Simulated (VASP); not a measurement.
# LiBr (Immm) in VASP: a series of runs

LiBr is run at these levels: PBE; tasks: electric field gradients.

Program: VASP 6.6.1. These are calculated values, not measurements. Logs are shortened: lines on timing, memory, paths and dates and some standing lists are left out, and cuts for length are marked.

## (1) The cell of the first run

Symmetry: Immm, No. 71, orthorhombic system. The conventional cell has a = 3.852 Å, b = 3.910 Å, c = 5.489 Å, α = 90.00°, β = 90.00°, γ = 90.00°. Within 3.6 Å of Li (site symmetry mmm) lie 6 Br at 2.74 Å. Within 3.6 Å of Br (site symmetry mmm) lie 6 Li at 2.74 Å.

## (2) Electric field gradients, PBE (xy shear strain of -1.5 %)

Contents of INCAR:

```
PREC = Accurate
ENCUT = 650
EDIFF = 1E-8
ISMEAR = -1
SIGMA = 0.03
LREAL = False
LASPH = True
NELM = 120
ALGO = Normal
ISIF = 2
LWAVE = False
LCHARG = False
GGA = PE
LEFG = True
NBANDS = 12
GGA_COMPAT = False
```

Contents of KPOINTS:

```
Automatic mesh
0
Gamma
  8 8 8
```

Contents of POSCAR:

```
LiBr
1.0
   -0.0205837500      2.7445000000      2.7445000000
    2.7445000000     -0.0205837500      2.7445000000
    2.7239162500      2.7239162500      0.0000000000
Li Br
1 1
Direct
    0.0000000000      0.0000000000      0.0000000000
    0.5000000000      0.5000000000      0.5000000000
```

Potentials or basis: VASP PAW PBE potentials, release 64 (Li_sv, Br).

Launch:

```bash
$ cat potpaw_PBE.64/Li_sv/POTCAR potpaw_PBE.64/Br/POTCAR > POTCAR
$ mpirun -np 1 vasp_std > vasp.out
```

OUTCAR:

```text
PREC = Accurate
   ENCUT = 650
   EDIFF = 1E-8
   ISMEAR = -1
   LREAL = False
   LASPH = True
   NELM = 120
   ISIF = 2
   GGA = PE

 ion  position               nearest neighbor table
   1  0.000  0.000  0.000-
   2  0.500  0.500  0.500-

  LATTYP: Found a body centered orthorhombic cell.
 ALAT       =     3.8521993035
 B/A-ratio  =     1.0151133501
 C/A-ratio  =     1.4249003147

  Lattice vectors:

 A1 = (   0.0205837500,  -2.7445000000,  -2.7445000000)
 A2 = (  -0.0205837500,   2.7445000000,  -2.7445000000)
 A3 = (   2.7445000000,  -0.0205837500,   2.7445000000)

Analysis of symmetry for initial positions (statically):
=====================================================================
 Subroutine PRICEL returns:
 Original cell was already a primitive cell.

 Routine SETGRP: Setting up the symmetry group for a
 body centered orthorhombic supercell.

 Subroutine GETGRP returns: Found  8 space group operations
 (whereof  8 operations were pure point group operations)
 out of a pool of  8 trial point group operations.

The static configuration has the point symmetry D_2h.

Analysis of symmetry for dynamics (positions and initial velocities):
=====================================================================
 Subroutine PRICEL returns:
 Original cell was already a primitive cell.

 Routine SETGRP: Setting up the symmetry group for a
 body centered orthorhombic supercell.

 Subroutine GETGRP returns: Found  8 space group operations
 (whereof  8 operations were pure point group operations)
 out of a pool of  8 trial point group operations.

The dynamic configuration has the point symmetry D_2h.

 Subroutine INISYM returns: Found  8 space group operations
 (whereof  8 operations are pure point group operations),
 and found     1 'primitive' translations

----------------------------------------------------------------------------------------

                                     Primitive cell

  volume of cell :      41.3424

  direct lattice vectors                    reciprocal lattice vectors
    -0.020583750  2.744500000  2.744500000    -0.180826349  0.180826349  0.182182547
     2.744500000 -0.020583750  2.744500000     0.180826349 -0.180826349  0.182182547
     2.723916250  2.723916250  0.000000000     0.183559241  0.183559241 -0.182182547

  length of vectors
     3.881363702  3.881363702  3.852199304     0.313985378  0.313985378  0.317141089

  position of ions in fractional coordinates (direct lattice)
     0.000000000  0.000000000  0.000000000
     0.500000000  0.500000000  0.500000000

  ion indices of the primitive-cell ions
   primitive index   ion index
                 1           1
                 2           2

----------------------------------------------------------------------------------------

 KPOINTS: Automatic mesh

Automatic generation of k-mesh.
 Grid dimensions read from file:
 generate k-points for:    8    8    8

 Generating k-lattice:

  Cartesian coordinates                     Fractional coordinates (reciprocal lattice)
    -0.022603294  0.022603294  0.022772818     0.125000000  0.000000000  0.000000000
     0.022603294 -0.022603294  0.022772818     0.000000000  0.125000000  0.000000000
     0.022944905  0.022944905 -0.022772818     0.000000000  0.000000000  0.125000000

  Length of vectors
     0.039248172  0.039248172  0.039642636

  Shift w.r.t. Gamma in fractional coordinates (k-lattice)
     0.000000000  0.000000000  0.000000000

 Subroutine IBZKPT returns following result:
 ===========================================

 Found     95 irreducible k-points:

 Following reciprocal coordinates:
            Coordinates               Weight
  0.000000  0.000000  0.000000      1.000000
  0.125000  0.000000  0.000000      4.000000
  0.250000  0.000000  0.000000      4.000000
  0.375000 -0.000000  0.000000      4.000000
  0.500000  0.000000  0.000000      2.000000
  0.125000  0.125000  0.000000      2.000000
[... 16 lines left out ...]
  0.125000 -0.000000  0.125000      4.000000
  0.250000 -0.000000  0.125000      8.000000
 [... further k-points ...]
   k-points           NKPTS =     95   k-points in BZ     NKDIM =     95   number of bands    NBANDS=     12
   number of dos      NEDOS =    301   number of ions     NIONS =      2
   total plane-waves  NPLWV =  32768
   dimension x,y,z NGX =    32 NGY =   32 NGZ =   32
   dimension x,y,z NGXF=    64 NGYF=   64 NGZF=   64
   ions per type =               1   1
   NGX,Y,Z   is equivalent  to a cutoff of  13.71, 13.71, 13.81 a.u.
   NGXF,Y,Z  is equivalent  to a cutoff of  27.41, 27.41, 27.62 a.u.
 SYSTEM =  unknown system
   PREC   = accura    normal or accurate (medium, high low for compatibility)
   ISTART =      0    job   : 0-new  1-cont  2-samecut
   ICHARG =      2    charge: 1-file 2-atom 10-const
   ISPIN  =      1    spin polarized calculation?
   LNONCOLLINEAR =      F non collinear calculations
   LSORBIT =      F    spin-orbit coupling
   LASPH  =      T    aspherical Exc in radial PAW
   ENCUT  =  650.0 eV  47.77 Ry    6.91 a.u.   8.07  8.07  8.01*2*pi/ulx,y,z
   NELM   =    120;   NELMIN=  2; NELMDL= -5     # of ELM steps
   EDIFF  = 0.1E-07   stopping-criterion for ELM
   LREAL  =      F    real-space projection
   EDIFFG = 0.1E-06   stopping-criterion for IOM
   NSW    =      0    number of steps for IOM
   IBRION =     -1    ionic relax: 0-MD 1-quasi-New 2-CG
   NFREE  =      0    steps in history (QN), initial steepest desc. (CG)
   ISIF   =      2    stress and relaxation
   ISYM   =      2    0-nonsym 1-usesym 2-fastsym
   POTIM  = 0.5000    time-step for ionic-motion
   TEBEG  =    0.0;   TEEND  =   0.0 temperature during run
   PSTRESS=    0.0 pullay stress
   NELECT =      10.0000    total number of electrons
   NUPDOWN=      -1.0000    fix difference up-down
   EMIN   =  10.00;   EMAX   =-10.00  energy-range for DOS
   EFERMI =   0.00;   METHOD = LEGACY
   ISMEAR =    -1;   SIGMA  =   0.03  broadening in eV -4-tet -1-fermi 0-gaus
   EFERMI_NEDOS =   21; number of points for ismear=-14 and -15
   IALGO  =     38    algorithm
   IMIX   =      4    mixing-type and parameters
     AMIX     =   0.40;   BMIX     =  1.00
     AMIX_MAG =   1.60;   BMIX_MAG =  1.00
  volume/ion in A,a.u.               =      20.67       139.50
  Fermi-wavevector in a.u.,A,eV,Ry     =   1.020022  1.927563 14.156125  1.040446
  Thomas-Fermi vector in A             =   2.153569
   LORBIT       =      0    0 simple, 1 ext, 2 COOP (PROOUT), +10 PAW based schemes
   GGA     = PE    functional components
   LHFCALC =     F    Hartree Fock is set to
   AEXX    =    0.0000 exact exchange contribution
   IVDW    =     0    specifies the selected vdW correction
   LEPSILON=     F    determine dielectric tensor
   LRPA    =     F    only Hartree local field effects (RPA)
 non-spin polarized calculation
  energy-cutoff  :      650.00
  volume of cell :       41.34
 maximum number of plane-waves:      1580
   NGX = 17   NGY = 17   NGZ = 17

 number of electron      10.0000006 magnetization

 Free energy of the ion-electron system (eV)
  ---------------------------------------------------
  ext. energy  EPLUGINS =         0.00000000
  ---------------------------------------------------
  free energy    TOTEN  =        -6.64197368 eV

  energy without entropy =       -6.64197368  energy(sigma->0) =       -6.64197368

 E-fermi :   1.0178     XC(G=0):  -8.4537

 val. band max:        0.4065021580   @ k =   0.0000   0.0000   0.0000
 cond. band min:       5.3336373768   @ k =   0.0000   0.0000   0.0000
 fundamental gap:      4.9271352188
 Fermi energy:         1.0177900487

 k-point     1 :       0.0000    0.0000    0.0000
  band No.  band energies     occupation
      1     -44.0326      2.00000
      2     -13.0956      2.00000
      3       0.3125      2.00000
      4       0.3582      2.00000
      5       0.4065      2.00000
      6       5.3336      0.00000
      7      10.7477      0.00000
      8      10.8657      0.00000
      9      10.9832      0.00000
     10      12.6111      0.00000
     11      12.6253      0.00000
     12      12.6496      0.00000
[... 331 lines left out ...]
 k-point    24 :       0.2500   -0.0000    0.1250
  band No.  band energies     occupation
      1     -44.0323      2.00000
      2     -12.8810      2.00000
      3      -1.0432      2.00000
      4      -0.0022      2.00000
      5       0.0815      2.00000
      6       6.8894      0.00000
      7       9.1377      0.00000
      8       9.3718      0.00000
      9      10.5444      0.00000
     10      11.6107      0.00000
     11      13.6582      0.00000
     12      14.2677      0.00000

 [... further k-points ...]
[... 5 lines left out ...]
  --------------------------------------------------------------------------------------
  -------------------------------------------------------------------------------------
  Total        0.0614992      0.0614992      0.0591650      0.0761308      0.0000000      0.0000000
  in kB        2.3833328      2.3833328      2.2928745      2.9503656      0.0000000      0.0000000
  external PRESSURE =       2.3531801 kB  Pullay stress =       0.0000000 kB

 VOLUME and BASIS-vectors are now :
 -----------------------------------------------------------------------------
  energy-cutoff  :      650.00
  volume of cell :       41.34
      direct lattice vectors                 reciprocal lattice vectors
    -0.020583750  2.744500000  2.744500000    -0.180826349  0.180826349  0.182182547
     2.744500000 -0.020583750  2.744500000     0.180826349 -0.180826349  0.182182547
     2.723916250  2.723916250  0.000000000     0.183559241  0.183559241 -0.182182547

 POSITION                                       TOTAL-FORCE (eV/Angst)
 -----------------------------------------------------------------------------------
      0.00000      0.00000      0.00000         0.000000      0.000000      0.000000
      2.72392      2.72392      2.74450        -0.000000     -0.000000      0.000000
 -----------------------------------------------------------------------------------
    total drift:                                0.000000     -0.000000      0.000000

  FREE ENERGIE OF THE ION-ELECTRON SYSTEM (eV)
  ---------------------------------------------------
  free  energy   TOTEN  =        -6.6419736797 eV

  energy  without entropy=       -6.6419736797  energy(sigma->0) =       -6.64197368

 Electric field gradients (V/A^2)
---------------------------------------------------------------------
 ion       V_xx      V_yy      V_zz      V_xy      V_xz      V_yz
---------------------------------------------------------------------
   1       0.001     0.001    -0.001     0.021    -0.003    -0.003
   2      -0.041    -0.041     0.082    -5.995    -0.000    -0.000
---------------------------------------------------------------------

 Electric field gradients after diagonalization (V/A^2)
 (convention: |V_zz| > |V_xx| > |V_yy|)
----------------------------------------------------------------------
 ion       V_xx      V_yy      V_zz     asymmetry (V_yy - V_xx)/ V_zz
----------------------------------------------------------------------
   1      -0.020    -0.002     0.023       0.810
   2       5.954     0.082    -6.036       0.973
----------------------------------------------------------------------

           NMR quadrupolar parameters

 Cq : quadrupolar parameter    Cq=e*Q*V_zz/h
 eta: asymmetry parameters     (V_yy - V_xx)/ V_zz
 Q  : nuclear electric quadrupole moment in mb (millibarn)
----------------------------------------------------------------------
 ion       Cq(MHz)       eta       Q (mb)
----------------------------------------------------------------------
   1       0.000       0.810       1.000
   2      -0.015       0.973       1.000
----------------------------------------------------------------------
```

It took 23 s on 1 thread of Intel Xeon 6975P-C (Granite Rapids), shared host; peak memory 0.21 GiB.

What came out:

```yaml
Free_energy: -6.6420 eV
Pressure: 0.2 GPa
Band_gap_on_the_k_mesh: 4.93 eV, direct
```

Electric field gradients, principal values (V/Å²):
| atom | least | middle | greatest (by size) |
| --- | --- | --- | --- |
| 1 Li | -0.002 | -0.020 | 0.023 |
| 2 Br | 0.082 | 5.954 | -6.036 |

Caveat: the cell differs from its parent crystal (xy shear strain of -1.5 %); without QUAD_EFG the Cq values of the log hold for a quadrupole moment of 1 mb, not for the nuclei.

## (3) Electric field gradients, PBE (xy shear strain of -1.5 %)

Contents of INCAR:

```
SYSTEM = LiBr
PREC = Accurate
ENCUT = 650
EDIFF = 1E-8
ISMEAR = -1
SIGMA = 0.03
LREAL = .False.
LASPH = .True.
NELM = 120
ALGO = Normal
ISIF = 2
LWAVE = .False.
LCHARG = .False.
GGA = PE
LEFG = .True.
NBANDS = 12
GGA_COMPAT = .False.
```

Contents of KPOINTS:

```
Automatic mesh
0
Gamma
  8 8 8
  0 0 0
```

POSCAR is that of step 2.

Potentials or basis: VASP PAW PBE potentials, release 64 (Li_sv, Br).

Launch:

```bash
$ cat potpaw_PBE.64/Li_sv/POTCAR potpaw_PBE.64/Br/POTCAR > POTCAR
$ mpirun -np 1 vasp_std > vasp.out
```

OUTCAR:

```text
SYSTEM = LiBr
   PREC = Accurate
   ENCUT = 650
   EDIFF = 1E-8
   ISMEAR = -1
   LREAL = .False.
   LASPH = .True.
   NELM = 120
   ISIF = 2
   GGA = PE

 ion  position               nearest neighbor table
   1  0.000  0.000  0.000-
   2  0.500  0.500  0.500-

  LATTYP: Found a body centered orthorhombic cell.
 ALAT       =     3.8521993035
 B/A-ratio  =     1.0151133501
 C/A-ratio  =     1.4249003147

  Lattice vectors:

 A1 = (   0.0205837500,  -2.7445000000,  -2.7445000000)
 A2 = (  -0.0205837500,   2.7445000000,  -2.7445000000)
 A3 = (   2.7445000000,  -0.0205837500,   2.7445000000)

Analysis of symmetry for initial positions (statically):
=====================================================================
 Subroutine PRICEL returns:
 Original cell was already a primitive cell.

[... 549 lines left out ...]
  energy-cutoff  :      650.00
  volume of cell :       41.34
      direct lattice vectors                 reciprocal lattice vectors
    -0.020583750  2.744500000  2.744500000    -0.180826349  0.180826349  0.182182547
     2.744500000 -0.020583750  2.744500000     0.180826349 -0.180826349  0.182182547
     2.723916250  2.723916250  0.000000000     0.183559241  0.183559241 -0.182182547

 POSITION                                       TOTAL-FORCE (eV/Angst)
 -----------------------------------------------------------------------------------
      0.00000      0.00000      0.00000         0.000000      0.000000      0.000000
      2.72392      2.72392      2.74450        -0.000000     -0.000000      0.000000
 -----------------------------------------------------------------------------------
    total drift:                                0.000000     -0.000000      0.000000

  FREE ENERGIE OF THE ION-ELECTRON SYSTEM (eV)
  ---------------------------------------------------
  free  energy   TOTEN  =        -6.6419736797 eV

  energy  without entropy=       -6.6419736797  energy(sigma->0) =       -6.64197368

 Electric field gradients (V/A^2)
---------------------------------------------------------------------
 ion       V_xx      V_yy      V_zz      V_xy      V_xz      V_yz
---------------------------------------------------------------------
   1       0.001     0.001    -0.001     0.021    -0.003    -0.003
   2      -0.041    -0.041     0.082    -5.995    -0.000    -0.000
---------------------------------------------------------------------

 Electric field gradients after diagonalization (V/A^2)
 (convention: |V_zz| > |V_xx| > |V_yy|)
----------------------------------------------------------------------
 ion       V_xx      V_yy      V_zz     asymmetry (V_yy - V_xx)/ V_zz
----------------------------------------------------------------------
   1      -0.020    -0.002     0.023       0.810
   2       5.954     0.082    -6.036       0.973
----------------------------------------------------------------------

           NMR quadrupolar parameters

 Cq : quadrupolar parameter    Cq=e*Q*V_zz/h
 eta: asymmetry parameters     (V_yy - V_xx)/ V_zz
 Q  : nuclear electric quadrupole moment in mb (millibarn)
----------------------------------------------------------------------
 ion       Cq(MHz)       eta       Q (mb)
----------------------------------------------------------------------
   1       0.000       0.810       1.000
   2      -0.015       0.973       1.000
----------------------------------------------------------------------
```

Wall time 20 s (1 thread of Intel Xeon 6975P-C (Granite Rapids), shared host); peak memory 0.21 GiB.

Results:

- Free energy: -6.6420 eV
- Pressure: 0.2 GPa
- Band gap on the k mesh: 4.93 eV, direct

Electric field gradients, principal values (V/Å²):
```csv
atom,least,middle,greatest (by size)
1 Li,-0.002,-0.020,0.023
2 Br,0.082,5.954,-6.036
```

Caveat: the cell differs from its parent crystal (xy shear strain of -1.5 %); without QUAD_EFG the Cq values of the log hold for a quadrupole moment of 1 mb, not for the nuclei.
